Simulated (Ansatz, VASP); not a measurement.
**ZrTi3N4 in VASP and in Ansatz**

```xyz
8
Lattice="4.3559 0.0000 0.0000 0.0000 4.3559 0.0000 0.0000 0.0000 4.3559" Properties=species:S:1:pos:R:3 pbc="T T T"
Zr    0.0000    0.0000    0.0000
Ti    2.1779    2.1779    0.0000
Ti    0.0000    2.1779    2.1779
Ti    2.1779    0.0000    2.1779
N     0.0000    0.0000    2.1779
N     2.1779    0.0000    0.0000
N     0.0000    2.1779    0.0000
N     2.1779    2.1779    2.1779
```

Alike in both runs: functional PBE; k mesh 4 × 4 × 4; occupations gaussian, width 0.1 eV; collinear spin.

Ansatz relaxed the structure, and its values are those at the end. VASP's run is a single point on that final structure, the one shown.

|  | VASP | Ansatz |
| --- | --- | --- |
| version | VASP 6.6.1 | Ansatz 0.2.0 |
| potentials or method | VASP PAW PBE potentials, release 64 (Zr_sv, Ti_sv, N), cutoff 520 eV | scalar-relativistic, plane waves, PAW |
| valence electrons in the cell | 68 | 68 |

|  | VASP | Ansatz | Ansatz less VASP |
| --- | --- | --- | --- |
| gap on the k mesh at the Fermi level (eV) | none | none | - |
| pressure (GPa) | 0.4 | 0.0 | -0.39 |
| net moment per atom (μB) | 0.00 | 0.00 | 0.000 |

A gap of «none» marks a metal or a gap that the smearing closes. Ansatz's warnings: seeded moment not kept.

The k mesh is coarse, so the values compare programs but aren't converged.
